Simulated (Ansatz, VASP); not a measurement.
One calculation of SiO2, two programs

The input INCAR:

```
SYSTEM = SiO2
ALGO     = Normal         ! electronic algorithm
EDIFF    = 1E-6           ! SCF threshold, eV
ENCUT    = 520            ! plane-wave cutoff, eV
GGA      = PE             ! functional
ISIF     = 2              ! what is computed and relaxed
ISMEAR   = 0              ! smearing method
ISPIN    = 2              ! spin polarisation
LASPH    = .True.         ! aspherical terms in the spheres
LCHARG   = .False.        ! write CHGCAR
LORBIT   = 11             ! projections on sites
LREAL    = .False.        ! projectors in reciprocal space
LWAVE    = .False.        ! write WAVECAR
MAGMOM   = 0 1 1          ! initial moments
NBANDS   = 19             ! bands
NELM     = 150            ! most SCF steps
PREC     = Accurate       ! precision mode
SIGMA    = 0.1            ! smearing width, eV
```

KPOINTS

```
k-points
0
Gamma
  8 8 8
  0 0 0
```

File POSCAR:

```
SiO2
1.0
   -1.6341883300      1.8695538400      2.8123725900
    1.6341883300     -1.8695538400      2.8123725900
    1.6341883300      1.8695538400     -2.8123725900
Si O
1 2
Direct
    0.0000000000      0.5000000000      0.5000000000
    0.5000000000      0.0000000000      0.5000000000
    0.0000000000      0.0000000000      0.0000000000
```

Input for Ansatz:

```yaml
crystal:
  lattice:
    - [-1.63418833, 1.86955384, 2.81237259]
    - [1.63418833, -1.86955384, 2.81237259]
    - [1.63418833, 1.86955384, -2.81237259]
  atoms:
    - { symbol: Si, position: [0.0, 0.5, 0.5] }
    - { symbol: O, position: [0.5, 0.0, 0.5], spin: 1.0 }
    - { symbol: O, position: [0.0, 0.0, 0.0], spin: 1.0 }
basis:
  ecutwfc: 420
kpoints:
  mp_grid: { grid: [8, 8, 8] }
hamiltonian:
  xc: pbe
scf:
  occupations: { method: gaussian, width: 0.1 }
  lower_state_search: "off"
output:
  forces: true
  stress: true
  eigenvalues: true
  populations: true
magnetization:
  spin_polarized: true
```

Alike in both runs: task single point; functional PBE; k mesh 8 × 8 × 8; occupations gaussian, width 0.1 eV; collinear spin.

```csv
,VASP,Ansatz
version,VASP 6.6.1,Ansatz 0.2.0
potentials or method,"VASP PAW PBE potentials, release 64 (Si, O), cutoff 520 eV","scalar-relativistic, plane waves, PAW"
valence electrons in the cell,16,16
```

Ansatz gave:

| Quantity | Value |
| --- | --- |
| gap on the k mesh at the Fermi level (eV) | none |
| pressure (GPa) | 22.8 |
| traceless stress, the component that is largest in VASP (GPa) | -32.01 |
| net moment per atom (μB) | 0.00 |

Problem. What did VASP give for the same quantities?

Solution. gap on the k mesh at the Fermi level (eV): none; pressure (GPa): 23.1; traceless stress, the component that is largest in VASP (GPa): -32.52; net moment per atom (μB): 0.00.

A gap of «none» marks a metal or a gap that the smearing closes. Ansatz's warnings: seeded moment not kept.
